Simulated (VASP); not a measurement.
# Sc: relaxation of cell and atoms with LDA

Sc:

```xyz
1
Lattice="0.0000 2.0055 2.0055 2.0055 0.0000 2.0055 2.0055 2.0055 0.0000" Properties=species:S:1:pos:R:3 pbc="T T T"
Sc    0.0000    0.0000    0.0000
```

```yaml
Program: VASP 6.6.1
Task: relaxation of cell and atoms
Functional: LDA
Potentials_or_basis: VASP PAW LDA potentials, release 64 (Sc_sv)
Cutoff: 600 eV
k_mesh: 16 × 16 × 16
Occupations: fermi-dirac, width 0.05 eV
Spin: no spin polarisation
Target_pressure: 32 GPa
Dipole_correction: no
Further_INCAR_settings: ALGO = Normal; EDIFF = 1e-07; IBRION = 2; EDIFFG = -0.005; NSW = 60; ISIF = 3
```

```
Pressure after relaxing : 32.0 GPa
```

Final structure:
```cif
data_structure
_symmetry_space_group_name_H-M 'P 1'
_symmetry_Int_Tables_number 1
_cell_length_a 2.8363
_cell_length_b 2.8363
_cell_length_c 2.8363
_cell_angle_alpha 60.000
_cell_angle_beta 60.000
_cell_angle_gamma 60.000
_cell_volume 16.13
loop_
_atom_site_label
_atom_site_type_symbol
_atom_site_fract_x
_atom_site_fract_y
_atom_site_fract_z
_atom_site_occupancy
Sc1 Sc 0.00000 0.00000 0.00000 1
```

Levels at points of the mesh, in eV from the Fermi level:
| k point | band 1 | band 2 | band 3 | band 4 | band 5 | band 6 | band 7 | band 8 | band 9 |
| --- | --- | --- | --- | --- | --- | --- | --- | --- | --- |
| (0.00, 0.00, 0.00) | -47.96 | -26.12 | -26.12 | -26.12 | -5.49 | 2.04 | 2.04 | 2.04 | 4.40 |
| (0.50, 0.00, 0.00) | -47.62 | -27.67 | -26.30 | -26.30 | -2.28 | 1.81 | 1.81 | 1.89 | 5.98 |
| (0.50, 0.50, 0.00) | -47.50 | -27.55 | -26.64 | -26.64 | -2.66 | -1.52 | 4.39 | 5.97 | 6.41 |

Wall time 19 s on 1 thread of Intel(R) Xeon(R) Platinum 8259CL CPU @ 2.50GHz (Skylake/Cascade Lake), on a shared host, peak memory 0.15 GiB.

Caveat: the relaxation stopped at its first step, so nothing moved; the cell is relaxed towards a set pressure, so the enthalpy falls and the energy may rise.
